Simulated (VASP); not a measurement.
# Na2S (Fm-3m) in VASP: further runs

Na2S is run at these levels: PBE, r2SCAN; tasks: single point.

All numbers are computed with VASP 6.6.1; they aren't measurements. Logs are shortened: lines on timing, memory, paths and dates and some standing lists are left out, and cuts for length are marked.

## (1) The cell of the first run

It takes space group Fm-3m (No. 225, cubic). The conventional cell has a = 6.511 Å, b = 6.511 Å, c = 6.511 Å, α = 90.00°, β = 90.00°, γ = 90.00°. Na (site symmetry -43m) has 4 S at 2.82 Å and 6 Na at 3.26 Å within 3.7 Å. S (site symmetry m-3m) has 8 Na at 2.82 Å within 3.7 Å.

## (2) Single point, PBE

Contents of INCAR:

```
ALGO = Normal
EDIFF = 1E-6
ENCUT = 500
GGA = PE
GGA_COMPAT = F
ISIF = 2
ISMEAR = 0
LASPH = T
LCHARG = T
LELF = T
LREAL = F
LVHAR = T
LWAVE = F
NBANDS = 17
NELM = 120
PREC = Accurate
SIGMA = 0.01
```

Contents of KPOINTS:

```
k-points
0
Gamma
  8 8 8
```

Contents of POSCAR:

```
Na2S
1.0
    0.0000000000      3.2554286216      3.2554286216
    3.2554286216      0.0000000000      3.2554286216
    3.2554286216      3.2554286216      0.0000000000
Na S
2 1
Direct
    0.2500000000      0.2500000000      0.2500000000
    0.7500000000      0.7500000000      0.7500000000
    0.0000000000      0.0000000000      0.0000000000
```

Potentials or basis: VASP PAW PBE potentials, release 64 (Na_pv, S).

Command:

```sh
cat potpaw_PBE.64/Na_pv/POTCAR potpaw_PBE.64/S/POTCAR > POTCAR
mpirun -np 1 vasp_std > vasp.out
```

OUTCAR:

```text
EDIFF = 1E-6
   ENCUT = 500
   GGA = PE
   ISIF = 2
   ISMEAR = 0
   LASPH = T
   LREAL = F
   NELM = 120
   PREC = Accurate

 ion  position               nearest neighbor table
   1  0.250  0.250  0.250-
   2  0.750  0.750  0.750-
   3  0.000  0.000  0.000-

  LATTYP: Found a face centered cubic cell.
 ALAT       =     6.5108572432

  Lattice vectors:

 A1 = (   0.0000000000,   3.2554286216,   3.2554286216)
 A2 = (   3.2554286216,   0.0000000000,   3.2554286216)
 A3 = (   3.2554286216,   3.2554286216,   0.0000000000)

Analysis of symmetry for initial positions (statically):
=====================================================================
 Subroutine PRICEL returns:
 Original cell was already a primitive cell.

 Routine SETGRP: Setting up the symmetry group for a
 face centered cubic supercell.

 Subroutine GETGRP returns: Found 48 space group operations
[... 9 lines left out ...]

 Routine SETGRP: Setting up the symmetry group for a
 face centered cubic supercell.

 Subroutine GETGRP returns: Found 48 space group operations
[... 11 lines left out ...]
                                     Primitive cell

  volume of cell :      69.0009

  direct lattice vectors                    reciprocal lattice vectors
     0.000000000  3.255428622  3.255428622    -0.153589606  0.153589606  0.153589606
     3.255428622  0.000000000  3.255428622     0.153589606 -0.153589606  0.153589606
     3.255428622  3.255428622  0.000000000     0.153589606  0.153589606 -0.153589606

  length of vectors
     4.603871308  4.603871308  4.603871308     0.266025001  0.266025001  0.266025001

  position of ions in fractional coordinates (direct lattice)
     0.250000000  0.250000000  0.250000000
     0.750000000  0.750000000  0.750000000
     0.000000000  0.000000000  0.000000000

  ion indices of the primitive-cell ions
   primitive index   ion index
                 1           1
                 2           2
                 3           3

----------------------------------------------------------------------------------------

 KPOINTS: k-points

Automatic generation of k-mesh.
 Grid dimensions read from file:
 generate k-points for:    8    8    8

 Generating k-lattice:

  Cartesian coordinates                     Fractional coordinates (reciprocal lattice)
    -0.019198701  0.019198701  0.019198701     0.125000000  0.000000000  0.000000000
     0.019198701 -0.019198701  0.019198701     0.000000000  0.125000000  0.000000000
     0.019198701  0.019198701 -0.019198701     0.000000000  0.000000000  0.125000000

  Length of vectors
     0.033253125  0.033253125  0.033253125

  Shift w.r.t. Gamma in fractional coordinates (k-lattice)
     0.000000000  0.000000000  0.000000000

 Subroutine IBZKPT returns following result:
 ===========================================

 Found     29 irreducible k-points:

 Following reciprocal coordinates:
            Coordinates               Weight
  0.000000  0.000000  0.000000      1.000000
  0.125000  0.000000  0.000000      8.000000
  0.250000  0.000000  0.000000      8.000000
  0.375000  0.000000  0.000000      8.000000
  0.500000  0.000000  0.000000      4.000000
  0.125000  0.125000  0.000000      6.000000
[... 16 lines left out ...]
  0.500000  0.250000  0.125000     48.000000
 -0.375000  0.250000  0.125000     24.000000
 [... further k-points ...]
   k-points           NKPTS =     29   k-points in BZ     NKDIM =     29   number of bands    NBANDS=     17
   number of dos      NEDOS =    301   number of ions     NIONS =      3
   total plane-waves  NPLWV =  46656
   dimension x,y,z NGX =    36 NGY =   36 NGZ =   36
   dimension x,y,z NGXF=    72 NGYF=   72 NGZF=   72
   ions per type =               2   1
   NGX,Y,Z   is equivalent  to a cutoff of  13.00, 13.00, 13.00 a.u.
   NGXF,Y,Z  is equivalent  to a cutoff of  26.00, 26.00, 26.00 a.u.
 SYSTEM =  unknown system
   PREC   = accura    normal or accurate (medium, high low for compatibility)
   ISTART =      0    job   : 0-new  1-cont  2-samecut
   ICHARG =      2    charge: 1-file 2-atom 10-const
   ISPIN  =      1    spin polarized calculation?
   LNONCOLLINEAR =      F non collinear calculations
   LSORBIT =      F    spin-orbit coupling
   LASPH  =      T    aspherical Exc in radial PAW
   ENCUT  =  500.0 eV  36.75 Ry    6.06 a.u.   8.39  8.39  8.39*2*pi/ulx,y,z
   NELM   =    120;   NELMIN=  2; NELMDL= -5     # of ELM steps
   EDIFF  = 0.1E-05   stopping-criterion for ELM
   LREAL  =      F    real-space projection
   EDIFFG = 0.1E-04   stopping-criterion for IOM
   NSW    =      0    number of steps for IOM
   IBRION =     -1    ionic relax: 0-MD 1-quasi-New 2-CG
   NFREE  =      0    steps in history (QN), initial steepest desc. (CG)
   ISIF   =      2    stress and relaxation
   ISYM   =      2    0-nonsym 1-usesym 2-fastsym
   POTIM  = 0.5000    time-step for ionic-motion
   TEBEG  =    0.0;   TEEND  =   0.0 temperature during run
   PSTRESS=    0.0 pullay stress
   NELECT =      20.0000    total number of electrons
   NUPDOWN=      -1.0000    fix difference up-down
   EMIN   =  10.00;   EMAX   =-10.00  energy-range for DOS
   EFERMI =   0.00;   METHOD = LEGACY
   ISMEAR =     0;   SIGMA  =   0.01  broadening in eV -4-tet -1-fermi 0-gaus
   EFERMI_NEDOS =   21; number of points for ismear=-14 and -15
   IALGO  =     38    algorithm
   IMIX   =      4    mixing-type and parameters
     AMIX     =   0.40;   BMIX     =  1.00
     AMIX_MAG =   1.60;   BMIX_MAG =  1.00
  volume/ion in A,a.u.               =      23.00       155.21
  Fermi-wavevector in a.u.,A,eV,Ry     =   1.083428  2.047382 15.970734  1.173816
  Thomas-Fermi vector in A             =   2.219494
   LORBIT       =      0    0 simple, 1 ext, 2 COOP (PROOUT), +10 PAW based schemes
   GGA     = PE    functional components
   LHFCALC =     F    Hartree Fock is set to
   AEXX    =    0.0000 exact exchange contribution
   IVDW    =     0    specifies the selected vdW correction
   LEPSILON=     F    determine dielectric tensor
   LRPA    =     F    only Hartree local field effects (RPA)
 non-spin polarized calculation
 Gauss-broadening in eV      SIGMA  =   0.01
  energy-cutoff  :      500.00
  volume of cell :       69.00
 maximum number of plane-waves:      1807
 NGX is ok and might be reduce to    36
   NGX = 17   NGY = 17   NGZ = 17

 number of electron      19.9999984 magnetization

 Free energy of the ion-electron system (eV)
  ---------------------------------------------------
  ext. energy  EPLUGINS =         0.00000000
  ---------------------------------------------------
  free energy    TOTEN  =        -9.97128160 eV

  energy without entropy =       -9.97128160  energy(sigma->0) =       -9.97128160

 E-fermi :   0.3124     XC(G=0):  -7.8744

 val. band max:        0.2473482116   @ k =   0.0000   0.0000   0.0000
 cond. band min:       2.7791372902   @ k =   0.0000   0.0000   0.0000
 fundamental gap:      2.5317890786
 Fermi energy:         0.3124306640

 k-point     1 :       0.0000    0.0000    0.0000
  band No.  band energies     occupation
      1     -21.9648      2.00000
      2     -21.9648      2.00000
      3     -21.9648      2.00000
      4     -21.9088      2.00000
      5     -21.9088      2.00000
      6     -21.9088      2.00000
[... 9 lines left out ...]
     16       9.6363      0.00000
     17      11.5451      0.00000

 k-point     2 :       0.1250    0.0000    0.0000
  band No.  band energies     occupation
      1     -21.9634      2.00000
      2     -21.9628      2.00000
      3     -21.9628      2.00000
      4     -21.9121      2.00000
      5     -21.9110      2.00000
      6     -21.9110      2.00000
[... 9 lines left out ...]
     16       9.2604      0.00000
     17      11.1042      0.00000

 k-point     3 :       0.2500    0.0000    0.0000
  band No.  band energies     occupation
      1     -21.9594      2.00000
      2     -21.9571      2.00000
      3     -21.9571      2.00000
      4     -21.9207      2.00000
      5     -21.9174      2.00000
      6     -21.9174      2.00000
[... 9 lines left out ...]
     16       9.4393      0.00000
     17      10.6438      0.00000

 k-point     4 :       0.3750    0.0000    0.0000
  band No.  band energies     occupation
      1     -21.9529      2.00000
      2     -21.9483      2.00000
      3     -21.9483      2.00000
      4     -21.9319      2.00000
      5     -21.9268      2.00000
      6     -21.9268      2.00000
[... 9 lines left out ...]
     16      10.4667      0.00000
     17      10.8822      0.00000

 k-point     5 :       0.5000    0.0000    0.0000
  band No.  band energies     occupation
      1     -21.9462      2.00000
      2     -21.9406      2.00000
      3     -21.9386      2.00000
      4     -21.9386      2.00000
      5     -21.9369      2.00000
      6     -21.9369      2.00000
[... 9 lines left out ...]
     16      11.7124      0.00000
     17      11.7124      0.00000

 k-point     6 :       0.1250    0.1250    0.0000
  band No.  band energies     occupation
      1     -21.9665      2.00000
      2     -21.9665      2.00000
      3     -21.9545      2.00000
      4     -21.9211      2.00000
      5     -21.9076      2.00000
      6     -21.9076      2.00000
[... 9 lines left out ...]
     16       9.8437      0.00000
     17      11.8966      0.00000

 k-point     7 :       0.2500    0.1250    0.0000
  band No.  band energies     occupation
      1     -21.9664      2.00000
      2     -21.9659      2.00000
      3     -21.9439      2.00000
      4     -21.9340      2.00000
      5     -21.9095      2.00000
      6     -21.9089      2.00000
[... 9 lines left out ...]
     16      10.0246      0.00000
     17      11.4179      0.00000

 k-point     8 :       0.3750    0.1250    0.0000
  band No.  band energies     occupation
      1     -21.9631      2.00000
      2     -21.9610      2.00000
      3     -21.9473      2.00000
      4     -21.9324      2.00000
      5     -21.9162      2.00000
      6     -21.9145      2.00000
[... 9 lines left out ...]
     16      10.8786      0.00000
     17      11.3249      0.00000
[... 203 lines left out ...]
      1     -21.9881      2.00000
      2     -21.9740      2.00000
      3     -21.9734      2.00000
      4     -21.9043      2.00000
      5     -21.9039      2.00000
      6     -21.8976      2.00000
[... 9 lines left out ...]
     16      12.1439      0.00000
     17      12.3717      0.00000

 k-point    20 :      -0.3750    0.3750    0.0000
  band No.  band energies     occupation
      1     -21.9881      2.00000
      2     -21.9685      2.00000
      3     -21.9665      2.00000
      4     -21.9119      2.00000
      5     -21.9105      2.00000
      6     -21.8964      2.00000
[... 9 lines left out ...]
     16      10.9827      0.00000
     17      13.2349      0.00000

 k-point    21 :       0.5000    0.5000    0.0000
  band No.  band energies     occupation
      1     -21.9923      2.00000
      2     -21.9765      2.00000
      3     -21.9765      2.00000
      4     -21.9012      2.00000
      5     -21.9012      2.00000
      6     -21.8944      2.00000
[... 9 lines left out ...]
     16      12.0606      0.00000
     17      12.3139      0.00000

 k-point    22 :       0.3750    0.2500    0.1250
  band No.  band energies     occupation
      1     -21.9727      2.00000
      2     -21.9601      2.00000
      3     -21.9490      2.00000
      4     -21.9310      2.00000
      5     -21.9166      2.00000
      6     -21.9039      2.00000
[... 9 lines left out ...]
     16      10.8806      0.00000
     17      11.9940      0.00000

 k-point    23 :       0.5000    0.2500    0.1250
  band No.  band energies     occupation
      1     -21.9749      2.00000
      2     -21.9619      2.00000
      3     -21.9507      2.00000
      4     -21.9272      2.00000
      5     -21.9191      2.00000
      6     -21.9042      2.00000
[... 9 lines left out ...]
     16      11.4281      0.00000
     17      12.2282      0.00000

 k-point    24 :      -0.3750    0.2500    0.1250
  band No.  band energies     occupation
      1     -21.9735      2.00000
      2     -21.9687      2.00000
      3     -21.9393      2.00000
      4     -21.9391      2.00000
      5     -21.9102      2.00000
      6     -21.9092      2.00000
[... 9 lines left out ...]
     16      10.9671      0.00000
     17      12.2406      0.00000

 [... further k-points ...]

------------------------ aborting loop because EDIFF is reached ----------------------------------------

  FORCE on cell =-STRESS in cart. coord.  units (eV):
  Direction    XX          YY          ZZ          XY          YZ          ZX
  --------------------------------------------------------------------------------------
  -------------------------------------------------------------------------------------
  Total        0.3415406      0.3415406      0.3415406      0.0000000      0.0000000      0.0000000
  in kB        7.9304604      7.9304604      7.9304604      0.0000000      0.0000000      0.0000000
  external PRESSURE =       7.9304604 kB  Pullay stress =       0.0000000 kB

 VOLUME and BASIS-vectors are now :
 -----------------------------------------------------------------------------
  energy-cutoff  :      500.00
  volume of cell :       69.00
      direct lattice vectors                 reciprocal lattice vectors
     0.000000000  3.255428622  3.255428622    -0.153589606  0.153589606  0.153589606
     3.255428622  0.000000000  3.255428622     0.153589606 -0.153589606  0.153589606
     3.255428622  3.255428622  0.000000000     0.153589606  0.153589606 -0.153589606

 POSITION                                       TOTAL-FORCE (eV/Angst)
 -----------------------------------------------------------------------------------
      1.62771      1.62771      1.62771        -0.000000     -0.000000      0.000000
      4.88314      4.88314      4.88314         0.000000      0.000000      0.000000
      0.00000      0.00000      0.00000        -0.000000     -0.000000     -0.000000
 -----------------------------------------------------------------------------------
    total drift:                                0.000000      0.000000      0.000000

  FREE ENERGIE OF THE ION-ELECTRON SYSTEM (eV)
  ---------------------------------------------------
  free  energy   TOTEN  =        -9.9712815952 eV

  energy  without entropy=       -9.9712815952  energy(sigma->0) =       -9.97128160
```

Run time: 42 s. Hardware: 1 thread of Intel Xeon Platinum 8259CL at 2.50GHz (Skylake/Cascade Lake), shared host; peak memory 0.2 GiB.

Results:

```yaml
Free_energy: -9.9713 eV
Pressure: 0.8 GPa
Band_gap_on_the_k_mesh: 2.53 eV, direct
```

A k mesh can miss the band edges. As with any semilocal functional, this PBE gap is likely too small.

## (3) Single point, r2SCAN (volume changed by -6%)

Contents of POSCAR:

```
Na2S
1.0
    0.0000000000      3.1889726556      3.1889726556
    3.1889726556      0.0000000000      3.1889726556
    3.1889726556      3.1889726556      0.0000000000
Na S
2 1
Direct
    0.2500000000      0.2500000000      0.2500000000
    0.7500000000      0.7500000000      0.7500000000
    0.0000000000      0.0000000000      0.0000000000
```

Contents of INCAR.step1:

```
SYSTEM = Na2S
PREC     = Accurate       ! precision mode
ENCUT    = 550            ! plane-wave cutoff, eV
ISMEAR   = 0              ! smearing method
SIGMA    = 0.01           ! smearing width, eV
LREAL    = .FALSE.        ! projectors in reciprocal space
LASPH    = .TRUE.         ! aspherical terms in the spheres
NELM     = 120            ! most SCF steps
NBANDS   = 17             ! bands
GGA      = PE             ! functional
ALGO     = Normal         ! electronic algorithm
EDIFF    = 1E-5           ! SCF threshold, eV
LWAVE    = .TRUE.         ! write WAVECAR
LCHARG   = .FALSE.        ! write CHGCAR
GGA_COMPAT= .FALSE.
```

Contents of INCAR.step2:

```
SYSTEM = Na2S
PREC     = Accurate       ! precision mode
ENCUT    = 550            ! plane-wave cutoff, eV
EDIFF    = 1E-6           ! SCF threshold, eV
ISMEAR   = 0              ! smearing method
SIGMA    = 0.01           ! smearing width, eV
LREAL    = .FALSE.        ! projectors in reciprocal space
LASPH    = .TRUE.         ! aspherical terms in the spheres
NELM     = 120            ! most SCF steps
ALGO     = Normal         ! electronic algorithm
ISIF     = 2              ! what is computed and relaxed
LWAVE    = .FALSE.        ! write WAVECAR
LCHARG   = .FALSE.        ! write CHGCAR
METAGGA  = R2SCAN         ! meta-GGA
LMIXTAU  = .TRUE.       
NBANDS   = 17             ! bands
ISTART   = 1            
GGA_COMPAT= .FALSE.
```

Contents of KPOINTS:

```
Automatic mesh
0
G
  6 6 6
  0 0 0
```

Potentials or basis: VASP PAW PBE potentials, release 64 (Na_pv, S).

Command:

```sh
cat potpaw_PBE.64/Na_pv/POTCAR potpaw_PBE.64/S/POTCAR > POTCAR
cp INCAR.step1 INCAR
mpirun -np 1 vasp_std > vasp.out
cp INCAR.step2 INCAR
mpirun -np 1 vasp_std > vasp.out
```

It took 76 s on 1 thread of Intel Xeon Platinum 8259CL at 2.50GHz (Skylake/Cascade Lake), shared host; peak memory 0.2 GiB.

Results (log left out):

```yaml
Free_energy: -18.9442 eV
Pressure: 2.0 GPa
Band_gap_on_the_k_mesh: 3.34 eV, direct
```

Levels at points of the mesh, in eV from the valence-band top:
```csv
k point,band 8,band 9,band 10,band 11,band 12,band 13
"(0.00, 0.00, 0.00)",0.00,0.00,0.00,3.34,8.69,8.69
"(0.50, 0.00, 0.00)",-1.73,-0.13,-0.13,5.84,7.25,7.84
"(0.50, 0.50, 0.00)",-1.53,-0.47,-0.47,4.23,6.97,9.97
```

Caveat: the PAW data sets were made with another functional, which shifts forces and pressure a little.

## (4) Single point, r2SCAN (volume changed by -3%)

Contents of POSCAR:

```
Na2S
1.0
    0.0000000000      3.2225432558      3.2225432558
    3.2225432558      0.0000000000      3.2225432558
    3.2225432558      3.2225432558      0.0000000000
Na S
2 1
Direct
    0.2500000000      0.2500000000      0.2500000000
    0.7500000000      0.7500000000      0.7500000000
    0.0000000000      0.0000000000      0.0000000000
```

Contents of INCAR.step1:

```
SYSTEM = Na2S
PREC = Accurate ; ENCUT = 550
ISMEAR = 0 ; SIGMA = 0.01
LREAL = .False. ; LASPH = .True.
NELM = 120 ; NBANDS = 17
GGA = PE ; ALGO = Normal
EDIFF = 1E-5 ; LWAVE = .True.
LCHARG = .False. ; GGA_COMPAT = .False.
```

Contents of INCAR.step2:

```
SYSTEM = Na2S
PREC = Accurate ; ENCUT = 550
EDIFF = 1E-6 ; ISMEAR = 0
SIGMA = 0.01 ; LREAL = .False.
LASPH = .True. ; NELM = 120
ALGO = Normal ; ISIF = 2
LWAVE = .False. ; LCHARG = .False.
METAGGA = R2SCAN ; LMIXTAU = .True.
NBANDS = 17 ; ISTART = 1
GGA_COMPAT = .False.
```

Contents of KPOINTS:

```
Automatic mesh
0
Gamma
  6 6 6
  0 0 0
```

Command:

```sh
cat potpaw_PBE.64/Na_pv/POTCAR potpaw_PBE.64/S/POTCAR > POTCAR
cp INCAR.step1 INCAR
mpirun -np 1 vasp_std > vasp.out
cp INCAR.step2 INCAR
mpirun -np 1 vasp_std > vasp.out
```

Run time: 98 s. Hardware: 1 thread of Intel Xeon Platinum 8259CL at 2.50GHz (Skylake/Cascade Lake), shared host; peak memory 0.2 GiB.

Results (log left out):

* Free energy: -18.9624 eV
* Pressure: 1.0 GPa
* Band gap on the k mesh: 3.22 eV, direct

Levels at points of the mesh, in eV from the valence-band top:
```tsv
k point	band 8	band 9	band 10	band 11	band 12	band 13
(0.00, 0.00, 0.00)	0.00	0.00	0.00	3.22	8.58	8.58
(0.50, 0.00, 0.00)	-1.68	-0.13	-0.13	5.70	7.11	7.76
(0.50, 0.50, 0.00)	-1.48	-0.46	-0.46	4.22	6.87	9.69
```

Caveat: the PAW data sets were made with another functional, which shifts forces and pressure a little.

## (5) The runs side by side

| level | cell | k mesh | cutoff (eV) | gap on the mesh (eV) | pressure (GPa) |
| --- | --- | --- | --- | --- | --- |
| PBE | a = 4.604 Å, angles 60.0°, 3 atoms | 8 × 8 × 8 | 500 | 2.53 | 0.8 |
| r2SCAN | a = 4.510 Å, angles 60.0°, 3 atoms | 6 × 6 × 6 | 550 | 3.34 | 2.0 |
| r2SCAN | a = 4.557 Å, angles 60.0°, 3 atoms | 6 × 6 × 6 | 550 | 3.22 | 1.0 |

Alike in all rows: task single point; potentials or basis VASP PAW PBE potentials, release 64 (Na_pv, S); no spin polarisation; smearing gaussian 0.01 eV.

Caveats: the PAW data sets were made with another functional, which shifts forces and pressure a little (some runs).

Absolute energies hang on the potentials; compare differences alone.
